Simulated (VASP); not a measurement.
# MnPt2 (P-3m1) in VASP: settings compared, part 3 of 3

VASP 6.6.1. The steps go on from the part before.

## 6. Single point, PBEsol, collinear spin, ferromagnetic start

This run uses another cell than the first one, of 16.33 Å³/atom.

INCAR reads:

```
ALGO = Fast
EDIFF = 1E-6
ENCUT = 520
GGA = PS
ISIF = 2
ISMEAR = -1
ISPIN = 2
LASPH = T
LCHARG = F
LMAXMIX = 4
LORBIT = 11
LREAL = F
LWAVE = F
MAGMOM = 0 0 4
NBANDS = 28
NELM = 150
PREC = Accurate
SIGMA = 0.05
```

KPOINTS reads:

```
k-points
0
Gamma
  11 11 4
```

POSCAR reads:

```
MnPt2
1.0
    2.9144658307      0.0000000000      0.0000000000
   -1.4572329154      2.5240014479      0.0000000000
    0.0000000000      0.0000000000      6.6606248409
Pt Mn
2 1
Direct
    0.6666666667      0.3333333333      0.3162060000
    0.3333333333      0.6666666667      0.6837940000
    0.0000000000      0.0000000000      0.0000000000
```

Potentials or basis: VASP PAW PBE potentials, release 64 (Pt, Mn_pv).

On the command line:

```sh
$ cat potpaw_PBE.64/Pt/POTCAR potpaw_PBE.64/Mn_pv/POTCAR > POTCAR
$ mpirun -np 1 vasp_std > vasp.out
```

OUTCAR:

```text
EDIFF = 1E-6
   ENCUT = 520
   GGA = PS
   ISIF = 2
   ISMEAR = -1
   ISPIN = 2
   LASPH = T
   LORBIT = 11
   LREAL = F
   NELM = 150
   PREC = Accurate

 ion  position               nearest neighbor table
   1  0.667  0.333  0.316-   3 2.70   3 2.70   3 2.70   2 2.97   2 2.97   2 2.97
   2  0.333  0.667  0.684-   3 2.70   3 2.70   3 2.70   1 2.97   1 2.97   1 2.97
   3  0.000  0.000  0.000-   1 2.70   2 2.70   1 2.70   2 2.70   1 2.70   2 2.70

  LATTYP: Found a hexagonal cell.
 ALAT       =     2.9144658307
 C/A-ratio  =     2.2853672775

  Lattice vectors:

 A1 = (   2.9144658307,   0.0000000000,   0.0000000000)
 A2 = (  -1.4572329154,   2.5240014479,   0.0000000000)
 A3 = (   0.0000000000,   0.0000000000,   6.6606248409)

Analysis of symmetry for initial positions (statically):
=====================================================================
 Subroutine PRICEL returns:
 Original cell was already a primitive cell.

 Routine SETGRP: Setting up the symmetry group for a
 hexagonal supercell.

[... 1686 lines left out ...]
------------------------ aborting loop because EDIFF is reached ----------------------------------------

  FORCE on cell =-STRESS in cart. coord.  units (eV):
  Direction    XX          YY          ZZ          XY          YZ          ZX
  --------------------------------------------------------------------------------------
  -------------------------------------------------------------------------------------
  Total       -5.4654458     -5.4654458     -5.0717904      0.0000000     -0.0000000     -0.0000000
  in kB     -178.7197868   -178.7197868   -165.8472732      0.0000000     -0.0000000     -0.0000000
  external PRESSURE =    -174.4289489 kB  Pullay stress =       0.0000000 kB

 VOLUME and BASIS-vectors are now :
 -----------------------------------------------------------------------------
  energy-cutoff  :      520.00
  volume of cell :       49.00
      direct lattice vectors                 reciprocal lattice vectors
     2.914465831  0.000000000  0.000000000     0.343116049  0.198098143  0.000000000
    -1.457232915  2.524001448  0.000000000     0.000000000  0.396196286  0.000000000
     0.000000000  0.000000000  6.660624841     0.000000000  0.000000000  0.150136064

 POSITION                                       TOTAL-FORCE (eV/Angst)
 -----------------------------------------------------------------------------------
      1.45723      0.84133      2.10613         0.000000     -0.000000     -0.077317
     -0.00000      1.68267      4.55450        -0.000000      0.000000      0.077317
      0.00000      0.00000      0.00000        -0.000000      0.000000      0.000000
 -----------------------------------------------------------------------------------
    total drift:                                0.000000     -0.000000     -0.000000

  FREE ENERGIE OF THE ION-ELECTRON SYSTEM (eV)
  ---------------------------------------------------
  free  energy   TOTEN  =       -23.7215861217 eV

  energy  without entropy=      -23.7066326268  energy(sigma->0) =      -23.71410937

 total charge

# of ion       s       p       d       tot
------------------------------------------
    1        0.617   0.471   8.011   9.099
    2        0.617   0.471   8.011   9.099
    3        0.306   6.242   4.925  11.473
--------------------------------------------------
tot          1.540   7.184  20.947  29.670

 magnetization (x)

# of ion       s       p       d       tot
------------------------------------------
    1       -0.018  -0.002   0.323   0.304
    2       -0.018  -0.002   0.323   0.304
    3        0.018   0.025   3.820   3.863
--------------------------------------------------
tot         -0.017   0.021   4.466   4.470
```

OSZICAR:

```text
N       E                     dE             d eps       ncg     rms          rms(c)
DAV:   1     0.270778789453E+03    0.27078E+03   -0.16927E+04  6560   0.125E+03
DAV:   2    -0.136483797463E+02   -0.28443E+03   -0.26465E+03  6608   0.338E+02
DAV:   3    -0.254588557084E+02   -0.11810E+02   -0.11481E+02  7328   0.749E+01
DAV:   4    -0.255963742409E+02   -0.13752E+00   -0.13738E+00  7352   0.793E+00
DAV:   5    -0.255988430180E+02   -0.24688E-02   -0.24687E-02  7180   0.110E+00    0.175E+01
RMM:   6    -0.286006589910E+02   -0.30018E+01   -0.12388E+01  7600   0.259E+01    0.307E+01
RMM:   7    -0.237021863321E+02    0.48985E+01   -0.25627E+00  7065   0.103E+01    0.102E+01
RMM:   8    -0.236011090540E+02    0.10108E+00   -0.37934E-01  7250   0.431E+00    0.571E+00
RMM:   9    -0.237115077478E+02   -0.11040E+00   -0.11733E-01  7390   0.198E+00    0.295E+00
RMM:  10    -0.237216604824E+02   -0.10153E-01   -0.19732E-02  7345   0.859E-01    0.130E+00
RMM:  11    -0.237198990889E+02    0.17614E-02   -0.10820E-02  7376   0.576E-01    0.485E-01
RMM:  12    -0.237214262223E+02   -0.15271E-02   -0.13412E-03  8150   0.222E-01    0.239E-01
RMM:  13    -0.237215949350E+02   -0.16871E-03   -0.44236E-04  7653   0.122E-01    0.937E-02
RMM:  14    -0.237216052233E+02   -0.10288E-04   -0.86721E-05  7982   0.641E-02    0.471E-02
RMM:  15    -0.237215866687E+02    0.18555E-04   -0.23910E-05  7745   0.325E-02    0.189E-02
RMM:  16    -0.237215861217E+02    0.54696E-06   -0.64322E-06  7710   0.172E-02
   1 F= -.23721586E+02 E0= -.23714109E+02  d E =-.149535E-01  mag=     4.6713
```

It took 71 s on 1 thread of Intel Xeon 6975P-C (Granite Rapids), shared host; peak memory 0.27 GiB.

What came out:

```
Free energy                                           : -23.7216 eV
Pressure                                              : -17.4 GPa
Largest force                                         : 0.077 eV/Å
Net moment                                            : 4.67 μB per cell
Site moments                                          : Pt +0.30; Mn +3.86 μB
Valence electrons inside the program's atomic spheres : Pt 9.10; Mn 11.47
```

Forces on the atoms (eV/Å):
```
Pt   0.000  0.000 -0.077
Pt   0.000  0.000  0.077
Mn   0.000  0.000  0.000
```

Caveat: the cell stands under tension; the PAW data sets were made with another functional, which shifts forces and pressure a little; spin-orbit coupling is left out, which moves the levels of the heavy elements.

## 7. The runs side by side

| level | potentials or basis | cell | cutoff (eV) | gap on the mesh (eV) | pressure (GPa) | moment (μB) | largest force (eV/Å) |
| --- | --- | --- | --- | --- | --- | --- | --- |
| PBE | VASP PAW PBE potentials, release 64 (Pt, Mn_pv) | a = 2.877, b = 2.877, c = 6.576 Å, angles 90.0, 90.0, 120.0°, 3 atoms | 520 | none | -4.0 | 4.62 | 0.01 |
| r2SCAN | VASP PAW PBE potentials, release 64 (Pt, Mn_pv) | a = 2.800, b = 2.800, c = 6.399 Å, angles 90.0, 90.0, 120.0°, 3 atoms | 520 | none | 12.2 | 4.78 | 0.20 |
| r2SCAN | VASP PAW PBE potentials, release 64 (Pt, Mn_pv) | a = 2.820, b = 2.820, c = 6.444 Å, angles 90.0, 90.0, 120.0°, 3 atoms | 520 | none | 7.0 | 4.79 | 0.15 |
| LDA | VASP PAW LDA potentials, release 64 (Pt_sv_GW, Mn_sv) | a = 2.711, b = 2.711, c = 6.519 Å, angles 90.0, 90.0, 120.0°, 3 atoms | 600 | none | -1.9 | 2.98 | 0.05 |
| PBEsol | VASP PAW PBE potentials, release 64 (Pt, Mn_pv) | a = 2.914, b = 2.914, c = 6.661 Å, angles 90.0, 90.0, 120.0°, 3 atoms | 520 | none | -17.4 | 4.67 | 0.08 |

Alike in all rows: task single point; spin collinear, ferromagnetic start; k mesh 11 × 11 × 4; smearing fermi-dirac 0.05 eV.

Caveats: spin-orbit coupling is left out, which moves the levels of the heavy elements; the PAW data sets were made with another functional, which shifts forces and pressure a little (at least some runs); the cell stands under tension (at least some runs); the cell stands under pressure (at least some runs).

Absolute energies hang on the potentials; compare differences alone.
